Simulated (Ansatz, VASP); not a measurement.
**Si2WC3: VASP beside Ansatz**

```
Si W C
1.0
     3.01515    0.00000    0.00000
    -1.50758    2.61120    0.00000
     0.00000    0.00000    8.09027
Si W C
2 1 3
Cartesian
  0.0000 0.0000 7.2649
  0.0000 1.7408 4.7182
  0.0000 0.0000 1.6435
  0.0000 1.7408 0.0243
  0.0000 0.0000 5.4254
  0.0000 1.7408 2.8888
```

Alike in both runs: task single point; functional PBE; k mesh 6 × 6 × 2; occupations gaussian, width 0.1 eV; no spin polarisation.

|  | VASP | Ansatz |
| --- | --- | --- |
| version | VASP 6.6.1 | Ansatz 0.2.0 |
| potentials or method | VASP PAW PBE potentials, release 64 (Si, W_sv, C), cutoff 600 eV | scalar-relativistic, plane waves, PAW |
| valence electrons in the cell | 34 | 34 |

```csv
,VASP,Ansatz,Ansatz less VASP
gap on the k mesh at the Fermi level (eV),0.77,0.77,+0.003
least direct gap on the mesh (eV),1.49,1.49,+0.003
pressure (GPa),-0.1,-0.2,-0.14
"traceless stress, the component that is largest in VASP (GPa)",0.07,0.01,-0.060
rms of the force components (eV/Å),0.015,0.002,-0.0138
```

Atom by atom the forces differ by 0.015 eV/Å (rms over components).

Neither program's run includes spin-orbit coupling.
